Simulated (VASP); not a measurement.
Here is a VASP 6.6.1 calculation.

INCAR

```
  ALGO = Normal
  EDIFF = 1E-6
  ENCUT = 520
  GGA = PE
  ISIF = 2
  ISMEAR = 0
  LASPH = True
  LCHARG = False
  LREAL = False
  LWAVE = False
  NBANDS = 26
  NELM = 80
  PREC = Accurate
  SIGMA = 0.05
```

The input KPOINTS:

```
k-points
0
Gamma
  6 6 10
```

POSCAR

```
BN
1.0
    4.3895000000      0.0000000000      0.0000000000
    0.0000000000      4.3895000000      0.0000000000
    0.0000000000      0.0000000000      2.4727000000
B N
4 4
Direct
    0.1742811368      0.8257188632      0.5000000000
    0.3257188632      0.3257188632      0.0000000000
    0.6742811368      0.6742811368      0.0000000000
    0.8257188632      0.1742811368      0.5000000000
    0.8126115048      0.8126115048      0.5000000000
    0.3126115048      0.6873884952      0.0000000000
    0.6873884952      0.3126115048      0.0000000000
    0.1873884952      0.1873884952      0.5000000000
```

Potentials or basis: VASP PAW PBE potentials, release 64 (B, N).

The run is started by

```sh
$ cat potpaw_PBE.64/B/POTCAR potpaw_PBE.64/N/POTCAR > POTCAR
$ mpirun -np 1 vasp_std > vasp.out
```

(1) Estimate the pressure.

(2) What does it give for the band gap on the k mesh?

## Answers

(1) 18.9 GPa.

(2) 4.81 eV (least direct gap 5.98 eV).

Caveat: the cell stands under pressure.
